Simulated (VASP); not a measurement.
Runs of VASP 6.6.1 on Se. The structure is that of space group Im-3m (No. 229), or close to it. The cells are those of the table. This isn't the form of Se at room conditions, which is trigonal, of chains.

```tsv
task	cell	k mesh	cutoff (eV)	smearing	gap on the mesh (eV)	pressure (GPa)	relaxed volume (Å³/atom)
relaxation of cell and atoms	relaxed from a = 2.923 Å, angles 109.5°, 1 atom	20 × 20 × 20	600	fermi-dirac 0.15 eV	none	0.0	19.34
single point	a = 2.923 Å, angles 109.5°, 1 atom	18 × 18 × 18	520	gaussian 0.1 eV	none	0.1	-
relaxation of cell and atoms	relaxed from a = 2.950 Å, angles 109.5°, 1 atom	18 × 18 × 18	600	gaussian 0.1 eV	none	0.0	(a)
single point	a = 2.928 Å, angles 109.5°, 1 atom	20 × 20 × 20	520	fermi-dirac 0.15 eV	none	0.1	-
```

Alike in all rows: level PBEsol; potentials or basis VASP PAW PBE potentials, release 64 (Se); no spin polarisation.

Question: Fill in the values left out.

Answer: (a) 19.25.

Caveats: the PAW data sets were made with another functional, which shifts forces and pressure a little.

A k mesh can miss the band edges, and the runs leave out spin-orbit coupling on Se.

A gap of «none» marks levels without a gap at the run's occupations.
